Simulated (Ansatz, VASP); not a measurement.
# Two plane-wave programs on MgO

```
CELL_PARAMETERS angstrom
0.00000 2.12450 2.12450
2.12450 0.00000 2.12450
2.12450 2.12450 0.00000
ATOMIC_POSITIONS crystal
Mg 0.00000 0.00000 0.00000
O 0.50000 0.50000 0.50000
```

Alike in both runs: task single point; functional LDA; k mesh 8 × 8 × 8; occupations gaussian, width 0.1 eV; no spin polarisation.

|  | VASP | Ansatz |
| --- | --- | --- |
| version | VASP 6.6.1 | Ansatz 0.2.0 |
| potentials or method | VASP PAW LDA potentials, release 64 (Mg_sv, O), cutoff 750 eV | scalar-relativistic, plane waves, PAW |
| valence electrons in the cell | 16 | 16 |

Ansatz gave:

* gap on the k mesh at the Fermi level (eV): 4.41
* least direct gap on the mesh (eV): 4.41
* pressure (GPa): -9.5

**Question.** Which values does VASP return?

**Answer.** gap on the k mesh at the Fermi level (eV): 4.42; least direct gap on the mesh (eV): 4.42; pressure (GPa): -9.8.

Ansatz warns that its potentials were made for another functional, while VASP's fit it. LDA's correlation is that of Perdew and Zunger in VASP and of Perdew and Wang (1992) in Ansatz.
